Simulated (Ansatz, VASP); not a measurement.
**One calculation of Te6Mo3H, two programs**

The input INCAR:

```
ALGO = Normal ; EDIFF = 1E-6
ENCUT = 400 ; GGA = PS
GGA_COMPAT = F ; ISIF = 2
ISMEAR = 0 ; IVDW = 12
LASPH = T ; LCHARG = T
LELF = T ; LREAL = F
LVHAR = T ; LWAVE = F
NBANDS = 50 ; NELM = 120
PREC = Accurate ; SIGMA = 0.05
```

File KPOINTS:

```
k-points
0
Gamma
  9 9 2
```

File POSCAR:

```
Te6Mo3H
1.0
    3.4334342720      0.0000000000      0.0000000000
   -1.7167171360      2.9734413017      0.0000000000
    0.0000000000      0.0000000000     20.7704294686
Te Mo H
6 3 1
Direct
    0.0000000000      0.0000000000      0.9125759363
    0.3333333333      0.6666666667      0.5917818730
    0.3333333333      0.6666666667      0.2333053354
    0.3333333333      0.6666666667      0.7666946646
    0.3333333333      0.6666666667      0.4082181270
    0.0000000000      0.0000000000      0.0874240637
    0.0000000000      0.0000000000      0.6791511892
    0.0000000000      0.0000000000      0.3208488108
    0.3333333333      0.6666666667      0.0000000000
   -0.1356431633     -0.3594882483      0.5856769680
```

Input for Ansatz:

```yaml
crystal:
  lattice:
    - [3.433434272, 0.0, 0.0]
    - [-1.716717136, 2.9734413017, 0.0]
    - [0.0, 0.0, 20.7704294686]
  atoms:
    - { symbol: Te, position: [0.0, 0.0, 0.9125759363] }
    - { symbol: Te, position: [0.3333333333, 0.6666666667, 0.591781873] }
    - { symbol: Te, position: [0.3333333333, 0.6666666667, 0.2333053354] }
    - { symbol: Te, position: [0.3333333333, 0.6666666667, 0.7666946646] }
    - { symbol: Te, position: [0.3333333333, 0.6666666667, 0.408218127] }
    - { symbol: Te, position: [0.0, 0.0, 0.0874240637] }
    - { symbol: Mo, position: [0.0, 0.0, 0.6791511892] }
    - { symbol: Mo, position: [0.0, 0.0, 0.3208488108] }
    - { symbol: Mo, position: [0.3333333333, 0.6666666667, 0.0] }
    - { symbol: H, position: [-0.1356431633, -0.3594882483, 0.585676968] }
basis:
  ecutwfc: 420
kpoints:
  mp_grid: { grid: [9, 9, 2] }
hamiltonian:
  xc: pbesol
  pseudopotentials: { kind: paw, azcp: { folder: soft_1 } }
  dispersion: d3bj
scf:
  occupations: { method: gaussian, width: 0.05 }
output:
  forces: true
  stress: true
  eigenvalues: true
  write_density: true
  write_potential: true
  elf: true
  volumetric_format: npy
```

Alike in both runs: task single point; functional PBEsol; dispersion D3(BJ); k mesh 9 × 9 × 2; occupations gaussian, width 0.05 eV; no spin polarisation.

```csv
,VASP,Ansatz
version,VASP 6.6.1,Ansatz 0.2.0
potentials or method,"VASP PAW PBE potentials, release 64 (Te, Mo_sv, H), cutoff 400 eV","scalar-relativistic, plane waves, PAW"
valence electrons in the cell,79,139
```

VASP gave:

| Property | Result |
| --- | --- |
| gap on the k mesh at the Fermi level (eV) | none |
| pressure (GPa) | 3.8 |
| traceless stress, the component that is largest in VASP (GPa) | 4.72 |
| rms of the force components (eV/Å) | 0.777 |

Task: Which values does Ansatz return?

Result: gap on the k mesh at the Fermi level (eV): none; pressure (GPa): 3.8; traceless stress, the component that is largest in VASP (GPa): 4.64; rms of the force components (eV/Å): 0.746.

VASP's potentials were made for PBE, not for PBEsol, and Ansatz warns of the same on its side. Atom by atom the forces differ by 0.038 eV/Å (rms over components). A gap of «none» marks a metal or a gap that the smearing closes. VASP's potentials hold 79 valence electrons a cell and Ansatz's 139, so a difference there can come from the potentials and not from the codes.

Spin-orbit coupling is off throughout.
